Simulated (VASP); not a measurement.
# Au (Fm-3m) in VASP: notebook, part 2 of 2

VASP 6.6.1.

### 4 Single point, PBE

This run uses another cell than the first one, of 16.85 Å³/atom.

Contents of INCAR:

```
SYSTEM = Au
ALGO     = Normal         ! electronic algorithm
EDIFF    = 1E-6           ! SCF threshold, eV
ENCUT    = 520            ! plane-wave cutoff, eV
GGA      = PE             ! functional
ISIF     = 2              ! what is computed and relaxed
ISMEAR   = -1             ! smearing method
LASPH    = .TRUE.         ! aspherical terms in the spheres
LCHARG   = .FALSE.        ! write CHGCAR
LREAL    = .FALSE.        ! projectors in reciprocal space
LWAVE    = .FALSE.        ! write WAVECAR
NBANDS   = 12             ! bands
NELM     = 60             ! most SCF steps
PREC     = Accurate       ! precision mode
SIGMA    = 0.02           ! smearing width, eV
```

Contents of KPOINTS:

```
k-points
0
G
  7 7 7
  0 0 0
```

Contents of POSCAR:

```
Au
1.0
    0.0000000000      2.0350000000      2.0350000000
    2.0350000000      0.0000000000      2.0350000000
    2.0350000000      2.0350000000      0.0000000000
Au
1
Direct
    0.0000000000      0.0000000000      0.0000000000
```

Potentials or basis: VASP PAW PBE potentials, release 64 (Au).

Started as:

```bash
> cat potpaw_PBE.64/Au/POTCAR > POTCAR
> mpirun -np 1 vasp_std > vasp.out
```

OUTCAR:

```text
SYSTEM = Au
   EDIFF = 1E-6
   ENCUT = 520
   GGA = PE
   ISIF = 2
   ISMEAR = -1
   LASPH = .TRUE.
   LREAL = .FALSE.
   NELM = 60
   PREC = Accurate

 ion  position               nearest neighbor table
   1  0.000  0.000  0.000-

  LATTYP: Found a face centered cubic cell.
 ALAT       =     4.0700000000

  Lattice vectors:

 A1 = (   0.0000000000,   2.0350000000,   2.0350000000)
 A2 = (   2.0350000000,   0.0000000000,   2.0350000000)
 A3 = (   2.0350000000,   2.0350000000,   0.0000000000)

Analysis of symmetry for initial positions (statically):
=====================================================================
 Subroutine PRICEL returns:
 Original cell was already a primitive cell.

 Routine SETGRP: Setting up the symmetry group for a
 face centered cubic supercell.

 Subroutine GETGRP returns: Found 48 space group operations
 (whereof 48 operations were pure point group operations)
 out of a pool of 48 trial point group operations.

The static configuration has the point symmetry O_h .

Analysis of symmetry for dynamics (positions and initial velocities):
[... 159 lines left out ...]
 k-point     1 :       0.0000    0.0000    0.0000
  band No.  band energies     occupation
      1      -0.3125      2.00000
      2       4.9180      2.00000
      3       4.9180      2.00000
      4       4.9180      2.00000
      5       6.4622      2.00000
      6       6.4622      2.00000
      7      24.1670      0.00000
      8      28.2296      0.00000
      9      28.2296      0.00000
     10      28.2296      0.00000
     11      33.1686      0.00000
     12      37.9379      0.00000
[... 271 lines left out ...]
 k-point    20 :      -0.2857    0.4286    0.1429
  band No.  band energies     occupation
      1       3.5746      2.00000
      2       4.0575      2.00000
      3       4.9003      2.00000
      4       6.3915      2.00000
      5       7.7734      2.00000
      6      13.4736      0.00000
      7      15.5718      0.00000
      8      16.7784      0.00000
      9      20.6629      0.00000
     10      29.8637      0.00000
     11      33.3756      0.00000
     12      35.1380      0.00000

------------------------ aborting loop because EDIFF is reached ----------------------------------------

  FORCE on cell =-STRESS in cart. coord.  units (eV):
  Direction    XX          YY          ZZ          XY          YZ          ZX
  --------------------------------------------------------------------------------------
  -------------------------------------------------------------------------------------
  Total        1.0809478      1.0809478      1.0809478     -0.0000000     -0.0000000      0.0000000
  in kB      102.7524255    102.7524255    102.7524255     -0.0000000     -0.0000000      0.0000000
  external PRESSURE =     102.7524255 kB  Pullay stress =       0.0000000 kB

 VOLUME and BASIS-vectors are now :
 -----------------------------------------------------------------------------
  energy-cutoff  :      520.00
  volume of cell :       16.85
      direct lattice vectors                 reciprocal lattice vectors
     0.000000000  2.035000000  2.035000000    -0.245700246  0.245700246  0.245700246
     2.035000000  0.000000000  2.035000000     0.245700246 -0.245700246  0.245700246
     2.035000000  2.035000000  0.000000000     0.245700246  0.245700246 -0.245700246

 POSITION                                       TOTAL-FORCE (eV/Angst)
 -----------------------------------------------------------------------------------
      0.00000      0.00000      0.00000         0.000000     -0.000000      0.000000
 -----------------------------------------------------------------------------------
    total drift:                                0.000000      0.000000     -0.000000

  FREE ENERGIE OF THE ION-ELECTRON SYSTEM (eV)
  ---------------------------------------------------
  free  energy   TOTEN  =        -3.2400449182 eV

  energy  without entropy=       -3.2395696801  energy(sigma->0) =       -3.23980730
```

stdout:

```text
POSCAR found type information on POSCAR Au
 POSCAR found :  1 types and       1 ions
 scaLAPACK will be used
 LDA part: xc-table for (Slater+PW92), standard interpolation
 POSCAR, INCAR and KPOINTS ok, starting setup
 FFT: planning ... GRIDC
 FFT: planning ... GRID_SOFT
 FFT: planning ... GRID
 WAVECAR not read
 entering main loop
```

It took 4.3 s on 1 thread of Intel Xeon 8259CL, shared host; peak memory 0.14 GiB.

What came out:

```yaml
Free_energy: -3.2400 eV
Pressure: 10.3 GPa
Band_gap_on_the_k_mesh: zero (an odd number of electrons rules out a gap without spin polarisation)
```

Levels at points of the mesh, in eV from the Fermi level:
| k point | band 4 | band 5 | band 6 | band 7 | band 8 | band 9 |
| --- | --- | --- | --- | --- | --- | --- |
| (0.00, 0.00, 0.00) | -4.34 | -2.80 | -2.80 | 14.91 | 18.97 | 18.97 |

Caveat: the k points lie up to 0.38 Å⁻¹ apart, too coarse for converged energies and pressures of a metal; spin-orbit coupling is left out, which moves the levels of the heavy elements.

### 5 The runs side by side

| task | level | cell | k mesh | cutoff (eV) | smearing | gap on the mesh (eV) | pressure (GPa) |
| --- | --- | --- | --- | --- | --- | --- | --- |
| single point | PBE+D3(BJ) | a = 2.901 Å, angles 60.0°, 1 atom | 11 × 11 × 11 | 500 | fermi-dirac 0.05 eV | none | -0.3 |
| relaxation of cell and atoms | PBE+D3(BJ) | relaxed from a = 2.878 Å, angles 60.0°, 1 atom | 11 × 11 × 11 | 500 | fermi-dirac 0.05 eV | none | 0.0 |
| single point | PBE | a = 2.878 Å, angles 60.0°, 1 atom | 7 × 7 × 7 | 520 | fermi-dirac 0.02 eV | none | 10.3 |

Alike in all rows: potentials or basis VASP PAW PBE potentials, release 64 (Au); no spin polarisation.

Caveats: some runs use coarse meshes; spin-orbit coupling is left out, which moves the levels of the heavy elements.

Absolute energies hang on the potentials; compare differences alone.
